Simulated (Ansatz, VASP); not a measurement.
## BaS: VASP beside Ansatz

```
Ba S
1.0
     3.82072    0.00000    0.00000
     0.00000    3.82072    0.00000
     0.00000    0.00000    3.82072
Ba S
1 1
Direct
  0.00000 0.00000 0.00000
  0.50000 0.50000 0.50000
```

Change from the starting cell: hydrostatic strain -0.3%.

Alike in both runs: task single point; functional HSE06; k mesh 4 × 4 × 4; no spin polarisation.

|  | VASP | Ansatz |
| --- | --- | --- |
| version | VASP 6.6.1 | Ansatz 0.2.0 |
| potentials or method | VASP PAW PBE potentials, release 64 (Ba_sv, S) | plane waves, PAW |
| plane-wave cutoff (eV) | 520 | 420 |
| occupations | gaussian, width 0.01 eV | fixed |
| valence electrons in the cell | 16 | 16 |

```tsv
	VASP	Ansatz	Ansatz less VASP
gap on the k mesh at the Fermi level (eV)	2.32	2.44	+0.120
pressure (GPa)	1.0	0.1	-0.86
```

Ansatz's warnings: stress exchange threshold loose, stress scf threshold loose.

Spin-orbit coupling is off throughout.
